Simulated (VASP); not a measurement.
# W (I4/mmm) in VASP: further runs

Runs on W. Level: r2SCAN. Tasks: single point.

All numbers are computed with VASP 6.6.1; they aren't measurements. Logs are shortened: lines on timing, memory, paths and dates and some standing lists are left out, and cuts for length are marked.

**1. The cell of the first run**

It takes space group I4/mmm (No. 139, tetragonal). The conventional cell has a = 3.586 Å, b = 3.586 Å, c = 2.535 Å, α = 90.00°, β = 90.00°, γ = 90.00°. Within 3.3 Å of W (site symmetry 4/mmm) lie 10 W at 2.54 to 2.83 Å.

**2. Single point, r2SCAN**

Contents of POSCAR:

```
W
1.0
   -1.7929988887      1.7929988887      1.2676502143
    1.7929988887     -1.7929988887      1.2676502143
    1.7929988887      1.7929988887     -1.2676502143
W
1
Direct
    0.0000000000      0.0000000000      0.0000000000
```

Contents of INCAR.step1:

```
PREC = Accurate
ENCUT = 520
ISMEAR = 0
SIGMA = 0.15
LREAL = F
LASPH = T
NELM = 80
NBANDS = 13
GGA = PE
ALGO = Normal
EDIFF = 1E-4
LWAVE = T
LCHARG = F
```

Contents of INCAR.step2:

```
PREC = Accurate
ENCUT = 520
EDIFF = 1E-7
ISMEAR = 0
SIGMA = 0.15
LREAL = F
LASPH = T
NELM = 80
ALGO = Normal
ISIF = 2
LWAVE = F
LCHARG = F
METAGGA = R2SCAN
LMIXTAU = T
NBANDS = 13
ISTART = 1
```

Contents of KPOINTS:

```
regular mesh
0
Gamma
  24 24 24
```

Potentials or basis: VASP PAW PBE potentials, release 64 (W_sv).

On the command line:

```bash
> cat potpaw_PBE.64/W_sv/POTCAR > POTCAR
> cp INCAR.step1 INCAR
> mpirun -np 1 vasp_std > vasp.out
> cp INCAR.step2 INCAR
> mpirun -np 1 vasp_std > vasp.out
```

OUTCAR:

```text
PREC = Accurate
   ENCUT = 520
   EDIFF = 1E-7
   ISMEAR = 0
   LREAL = F
   LASPH = T
   NELM = 80
   ISIF = 2
   METAGGA = R2SCAN
   ISTART = 1

 ion  position               nearest neighbor table
   1  0.000  0.000  0.000-

  LATTYP: Found a body centered tetragonal cell.
 ALAT       =     3.5859977774
 C/A-ratio  =     0.7070000000

  Lattice vectors:

 A1 = (  -1.7929988887,   1.7929988887,   1.2676502143)
 A2 = (   1.7929988887,  -1.7929988887,   1.2676502143)
 A3 = (   1.7929988887,   1.7929988887,  -1.2676502143)

Analysis of symmetry for initial positions (statically):
=====================================================================
 Subroutine PRICEL returns:
 Original cell was already a primitive cell.

 Routine SETGRP: Setting up the symmetry group for a
 body centered tetragonal supercell.

 Subroutine GETGRP returns: Found 16 space group operations
 (whereof 16 operations were pure point group operations)
 out of a pool of 16 trial point group operations.

The static configuration has the point symmetry D_4h.

Analysis of symmetry for dynamics (positions and initial velocities):
=====================================================================
 Subroutine PRICEL returns:
 Original cell was already a primitive cell.

 Routine SETGRP: Setting up the symmetry group for a
 body centered tetragonal supercell.

 Subroutine GETGRP returns: Found 16 space group operations
 (whereof 16 operations were pure point group operations)
 out of a pool of 16 trial point group operations.

The dynamic configuration has the point symmetry D_4h.

 Subroutine INISYM returns: Found 16 space group operations
 (whereof 16 operations are pure point group operations),
 and found     1 'primitive' translations

----------------------------------------------------------------------------------------

                                     Primitive cell

  volume of cell :      16.3012

  direct lattice vectors                    reciprocal lattice vectors
    -1.792998889  1.792998889  1.267650214     0.000000000  0.278862415  0.394430573
     1.792998889 -1.792998889  1.267650214     0.278862415  0.000000000  0.394430573
     1.792998889  1.792998889 -1.267650214     0.278862415  0.278862415  0.000000000

  length of vectors
     2.834894548  2.834894548  2.834894548     0.483052506  0.483052506  0.394371009

  position of ions in fractional coordinates (direct lattice)
     0.000000000  0.000000000  0.000000000

  ion indices of the primitive-cell ions
   primitive index   ion index
                 1           1

----------------------------------------------------------------------------------------

 KPOINTS: regular mesh

Automatic generation of k-mesh.
 Grid dimensions read from file:
 generate k-points for:   24   24   24

 Generating k-lattice:

  Cartesian coordinates                     Fractional coordinates (reciprocal lattice)
     0.000000000  0.011619267  0.016434607     0.041666667  0.000000000 -0.000000000
     0.011619267  0.000000000  0.016434607     0.000000000  0.041666667 -0.000000000
     0.011619267  0.011619267  0.000000000     0.000000000  0.000000000  0.041666667

  Length of vectors
     0.020127188  0.020127188  0.016432125

  Shift w.r.t. Gamma in fractional coordinates (k-lattice)
     0.000000000  0.000000000  0.000000000

 Subroutine IBZKPT returns following result:
 ===========================================

 Found   1063 irreducible k-points:

 Following reciprocal coordinates:
            Coordinates               Weight
  0.000000  0.000000  0.000000      1.000000
  0.041667  0.000000 -0.000000      8.000000
  0.083333  0.000000 -0.000000      8.000000
  0.125000  0.000000  0.000000      8.000000
  0.166667  0.000000 -0.000000      8.000000
  0.208333  0.000000  0.000000      8.000000
[... 16 lines left out ...]
  0.416667  0.041667  0.000000     16.000000
  0.458333  0.041667  0.000000     16.000000
 [... further k-points ...]
   k-points           NKPTS =   1063   k-points in BZ     NKDIM =   1063   number of bands    NBANDS=     13
   number of dos      NEDOS =    301   number of ions     NIONS =      1
   total plane-waves  NPLWV =  13824
   dimension x,y,z NGX =    24 NGY =   24 NGZ =   24
   dimension x,y,z NGXF=    48 NGYF=   48 NGZF=   48
   ions per type =               1
   NGX,Y,Z   is equivalent  to a cutoff of  14.07, 14.07, 14.07 a.u.
   NGXF,Y,Z  is equivalent  to a cutoff of  28.15, 28.15, 28.15 a.u.
 SYSTEM =  unknown system
   PREC   = accura    normal or accurate (medium, high low for compatibility)
   ISTART =      1    job   : 0-new  1-cont  2-samecut
   ICHARG =      0    charge: 1-file 2-atom 10-const
   ISPIN  =      1    spin polarized calculation?
   LNONCOLLINEAR =      F non collinear calculations
   LSORBIT =      F    spin-orbit coupling
   LASPH  =      T    aspherical Exc in radial PAW
   ENCUT  =  520.0 eV  38.22 Ry    6.18 a.u.   5.27  5.27  5.27*2*pi/ulx,y,z
   NELM   =     80;   NELMIN=  2; NELMDL=  0     # of ELM steps
   EDIFF  = 0.1E-06   stopping-criterion for ELM
   LREAL  =      F    real-space projection
   EDIFFG = 0.1E-05   stopping-criterion for IOM
   NSW    =      0    number of steps for IOM
   IBRION =     -1    ionic relax: 0-MD 1-quasi-New 2-CG
   NFREE  =      0    steps in history (QN), initial steepest desc. (CG)
   ISIF   =      2    stress and relaxation
   ISYM   =      2    0-nonsym 1-usesym 2-fastsym
   POTIM  = 0.5000    time-step for ionic-motion
   TEBEG  =    0.0;   TEEND  =   0.0 temperature during run
   PSTRESS=    0.0 pullay stress
   NELECT =      14.0000    total number of electrons
   NUPDOWN=      -1.0000    fix difference up-down
   EMIN   =  10.00;   EMAX   =-10.00  energy-range for DOS
   EFERMI =   0.00;   METHOD = LEGACY
   ISMEAR =     0;   SIGMA  =   0.15  broadening in eV -4-tet -1-fermi 0-gaus
   EFERMI_NEDOS =   21; number of points for ismear=-14 and -15
   IALGO  =     38    algorithm
   IMIX   =      4    mixing-type and parameters
     AMIX     =   0.40;   BMIX     =  1.00
     AMIX_MAG =   1.60;   BMIX_MAG =  1.00
  volume/ion in A,a.u.               =      16.30       110.01
  Fermi-wavevector in a.u.,A,eV,Ry     =   1.556125  2.940649 32.946829  2.421524
  Thomas-Fermi vector in A             =   2.659966
   LORBIT       =      0    0 simple, 1 ext, 2 COOP (PROOUT), +10 PAW based schemes
   METAGGA = R2SCAN    functional components
   LHFCALC =     F    Hartree Fock is set to
   AEXX    =    0.0000 exact exchange contribution
   IVDW    =     0    specifies the selected vdW correction
   LEPSILON=     F    determine dielectric tensor
   LRPA    =     F    only Hartree local field effects (RPA)
 non-spin polarized calculation
 Gauss-broadening in eV      SIGMA  =   0.15
  energy-cutoff  :      520.00
  volume of cell :       16.30
 maximum number of plane-waves:       457
 NGX is ok and might be reduce to    24
   NGX = 11   NGY = 11   NGZ = 11

 number of electron      14.0000001 magnetization

 Free energy of the ion-electron system (eV)
  ---------------------------------------------------
  ext. energy  EPLUGINS =         0.00000000
  ---------------------------------------------------
  free energy    TOTEN  =       -50.63163495 eV

  energy without entropy =      -50.62571817  energy(sigma->0) =      -50.62867656

 E-fermi :  10.9266     XC(G=0): -14.6898

 val. band max:       10.9120461775   @ k =  -0.1667  -0.2917   0.1667
 cond. band min:      10.9288550748   @ k =  -0.3750  -0.4167   0.3333
 fundamental gap:      0.0168088973
 Fermi energy:        10.9265528464

 k-point     1 :       0.0000    0.0000    0.0000
  band No.  band energies     occupation
      1     -65.1600      2.00000
      2     -28.2444      2.00000
      3     -28.2444      2.00000
      4     -27.4826      2.00000
      5       1.0138      2.00000
      6       7.0796      2.00000
      7       8.9059      2.00000
      8      12.9806      0.00000
      9      12.9806      0.00000
     10      15.1647      0.00000
     11      24.7232      0.00000
     12      24.7232      0.00000
     13      33.4491      0.00000

 k-point     2 :       0.0417    0.0000   -0.0000
  band No.  band energies     occupation
      1     -65.1557      2.00000
      2     -28.2501      2.00000
      3     -28.2487      2.00000
      4     -27.5200      2.00000
      5       1.1193      2.00000
      6       7.1268      2.00000
      7       8.9889      2.00000
      8      12.8477      0.00000
      9      12.8559      0.00000
     10      15.0950      0.00000
     11      24.9663      0.00000
     12      24.9687      0.00000
     13      32.9133      0.00000

 k-point     3 :       0.0833    0.0000   -0.0000
  band No.  band energies     occupation
      1     -65.1431      2.00000
      2     -28.2679      2.00000
      3     -28.2613      2.00000
      4     -27.6276      2.00000
      5       1.4286      2.00000
      6       7.2583      2.00000
      7       9.2276      2.00000
      8      12.4913      0.00000
      9      12.5299      0.00000
     10      14.9123      0.00000
     11      25.6117      0.00000
     12      25.6615      0.00000
     13      31.6721      0.00000
[... 305 lines left out ...]
 k-point    23 :       0.4167    0.0417    0.0000
  band No.  band energies     occupation
      1     -64.9114      2.00000
      2     -29.5792      2.00000
      3     -28.4765      2.00000
      4     -28.3734      2.00000
      5       4.8157      2.00000
      6       6.3367      2.00000
      7      12.0538      0.00000
      8      12.9626      0.00000
      9      15.2773      0.00000
     10      17.1237      0.00000
     11      22.8548      0.00000
     12      25.5536      0.00000
     13      26.0326      0.00000

 k-point    24 :       0.4583    0.0417    0.0000
  band No.  band energies     occupation
      1     -64.9055      2.00000
      2     -29.6177      2.00000
      3     -28.4882      2.00000
      4     -28.3811      2.00000
      5       4.7737      2.00000
      6       6.2597      2.00000
      7      12.4549      0.00000
      8      13.0875      0.00000
      9      15.7699      0.00000
     10      17.0719      0.00000
     11      23.2859      0.00000
     12      24.6267      0.00000
     13      25.1528      0.00000

 [... further k-points ...]
[... 5 lines left out ...]
  --------------------------------------------------------------------------------------
  -------------------------------------------------------------------------------------
  Total       -0.4919446     -0.4919446      4.4935754      0.0000000      0.0000000      0.0000000
  in kB      -48.3512049    -48.3512049    441.6549935      0.0000000      0.0000000      0.0000000
  external PRESSURE =     114.9841946 kB  Pullay stress =       0.0000000 kB

 VOLUME and BASIS-vectors are now :
 -----------------------------------------------------------------------------
  energy-cutoff  :      520.00
  volume of cell :       16.30
      direct lattice vectors                 reciprocal lattice vectors
    -1.792998889  1.792998889  1.267650214     0.000000000  0.278862415  0.394430573
     1.792998889 -1.792998889  1.267650214     0.278862415  0.000000000  0.394430573
     1.792998889  1.792998889 -1.267650214     0.278862415  0.278862415  0.000000000

 POSITION                                       TOTAL-FORCE (eV/Angst)
 -----------------------------------------------------------------------------------
      0.00000      0.00000      0.00000        -0.000000      0.000000      0.000000
 -----------------------------------------------------------------------------------
    total drift:                                0.000000      0.000000      0.000000

  FREE ENERGIE OF THE ION-ELECTRON SYSTEM (eV)
  ---------------------------------------------------
  free  energy   TOTEN  =       -50.6316349526 eV

  energy  without entropy=      -50.6257181651  energy(sigma->0) =      -50.62867656
```

Run time: 16 min. Hardware: 1 thread of Intel Xeon 8259CL, shared host; peak memory 0.33 GiB.

Results:

```yaml
Free_energy: -50.6316 eV
Pressure: 11.5 GPa
Band_gap_on_the_k_mesh: zero (bands 7 and 8 overlap by 7.44 eV)
```

Stress tensor (GPa, compression positive):
```
-4.84  0.00  0.00
 0.00 -4.84  0.00
 0.00  0.00 44.17
```

Caveat: the stress differs along the axes, from -5 to 44 GPa; the PAW data sets were made with another functional, which shifts forces and pressure a little; spin-orbit coupling is left out, which moves the levels of the heavy elements.

**3. Single point, r2SCAN**

Contents of POSCAR:

```
W
1.0
   -1.6862172057      1.6862172057      1.4332846249
    1.6862172057     -1.6862172057      1.4332846249
    1.6862172057      1.6862172057     -1.4332846249
W
1
Direct
    0.0000000000      0.0000000000      0.0000000000
```

Contents of INCAR.step1:

```
SYSTEM = W
PREC = Accurate ; ENCUT = 520
ISMEAR = 0 ; SIGMA = 0.15
LREAL = .False. ; LASPH = .True.
NELM = 100 ; NBANDS = 13
GGA = PE ; ALGO = Normal
EDIFF = 1E-4 ; LWAVE = .True.
LCHARG = .False.
```

Contents of INCAR.step2:

```
SYSTEM = W
PREC = Accurate ; ENCUT = 520
EDIFF = 1E-6 ; ISMEAR = 0
SIGMA = 0.15 ; LREAL = .False.
LASPH = .True. ; NELM = 100
ALGO = Normal ; ISIF = 2
LWAVE = .False. ; LCHARG = .False.
METAGGA = R2SCAN ; LMIXTAU = .True.
NBANDS = 13 ; ISTART = 1
```

Contents of KPOINTS:

```
Automatic mesh
0
Gamma
  24 24 24
  0 0 0
```

Potentials or basis: VASP PAW PBE potentials, release 64 (W_sv).

On the command line:

```bash
> cat potpaw_PBE.64/W_sv/POTCAR > POTCAR
> cp INCAR.step1 INCAR
> mpirun -np 1 vasp_std > vasp.out
> cp INCAR.step2 INCAR
> mpirun -np 1 vasp_std > vasp.out
```

OUTCAR:

```text
SYSTEM = W
   PREC = Accurate
   ENCUT = 520
   EDIFF = 1E-6
   ISMEAR = 0
   LREAL = .False.
   LASPH = .True.
   NELM = 100
   ISIF = 2
   METAGGA = R2SCAN
   ISTART = 1

 ion  position               nearest neighbor table
   1  0.000  0.000  0.000-

  LATTYP: Found a body centered tetragonal cell.
 ALAT       =     3.3724344114
 C/A-ratio  =     0.8500000000

  Lattice vectors:

[... 564 lines left out ...]
     11      22.5709      0.00000
     12      22.9011      0.00000
     13      26.7603      0.00000

 [... further k-points ...]

------------------------ aborting loop because EDIFF is reached ----------------------------------------

  FORCE on cell =-STRESS in cart. coord.  units (eV):
  Direction    XX          YY          ZZ          XY          YZ          ZX
  --------------------------------------------------------------------------------------
  -------------------------------------------------------------------------------------
  Total       -1.6897990     -1.6897990      2.7543421      0.0000000      0.0000000      0.0000000
  in kB     -166.0833792   -166.0833792    270.7129287      0.0000000      0.0000000      0.0000000
  external PRESSURE =     -20.4846099 kB  Pullay stress =       0.0000000 kB

 VOLUME and BASIS-vectors are now :
 -----------------------------------------------------------------------------
  energy-cutoff  :      520.00
  volume of cell :       16.30
      direct lattice vectors                 reciprocal lattice vectors
    -1.686217206  1.686217206  1.433284625     0.000000000  0.296521705  0.348849064
     1.686217206 -1.686217206  1.433284625     0.296521705  0.000000000  0.348849064
     1.686217206  1.686217206 -1.433284625     0.296521705  0.296521705  0.000000000

 POSITION                                       TOTAL-FORCE (eV/Angst)
 -----------------------------------------------------------------------------------
      0.00000      0.00000      0.00000         0.000000      0.000000      0.000000
 -----------------------------------------------------------------------------------
    total drift:                               -0.000000      0.000000      0.000000

  FREE ENERGIE OF THE ION-ELECTRON SYSTEM (eV)
  ---------------------------------------------------
  free  energy   TOTEN  =       -51.0642260448 eV

  energy  without entropy=      -51.0571817487  energy(sigma->0) =      -51.06070390
```

Run time: 14 min. Hardware: 1 thread of Intel Xeon 8259CL, shared host; peak memory 0.33 GiB.

What came out:

```yaml
Free_energy: -51.0642 eV
Pressure: -2.0 GPa
Band_gap_on_the_k_mesh: zero (bands 7 and 8 overlap by 6.57 eV)
```

Stress tensor (GPa, compression positive):
```
-16.61   0.00   0.00
  0.00 -16.61   0.00
  0.00   0.00  27.07
```

Caveat: the stress differs along the axes, from -17 to 27 GPa; the PAW data sets were made with another functional, which shifts forces and pressure a little; spin-orbit coupling is left out, which moves the levels of the heavy elements.
